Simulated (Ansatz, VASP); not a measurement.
## MnS in VASP and in Ansatz

```
Mn S
1.0
     0.00000    2.47346    2.47346
     2.47346    0.00000    2.47346
     2.47346    2.47346    0.00000
Mn S
1 1
Direct
  0.00000 0.00000 0.00000
  0.75000 0.75000 0.75000
```

Alike in both runs: task single point; functional PBEsol; dispersion D3(BJ); k mesh 9 × 9 × 9; occupations methfessel-paxton of order 1, width 0.1 eV; collinear spin.

|  | VASP | Ansatz |
| --- | --- | --- |
| version | VASP 6.6.1 | Ansatz 0.2.0 |
| potentials or method | VASP PAW PBE potentials, release 64 (Mn_pv, S) | Ansatz PAW |
| plane-wave cutoff (eV) | 520 | 420 |
| valence electrons in the cell | 19 | 21 |

|  | VASP | Ansatz | Ansatz less VASP |
| --- | --- | --- | --- |
| gap on the k mesh at the Fermi level (eV) | none | none | - |
| pressure (GPa) | -7.3 | -7.5 | -0.22 |
| net moment per atom (μB) | 0.13 | 0.13 | 0.000 |
| size of the moment on the site where the two differ most (μB) | 0.25 | 0.23 | -0.026 |

VASP's potentials were made for PBE, not for PBEsol. Site moments also hang on the region over which each program counts them. A gap of «none» marks a metal or a gap that the smearing closes. VASP's potentials hold 19 valence electrons a cell and Ansatz's 21, so a difference there can come from the potentials and not from the codes.
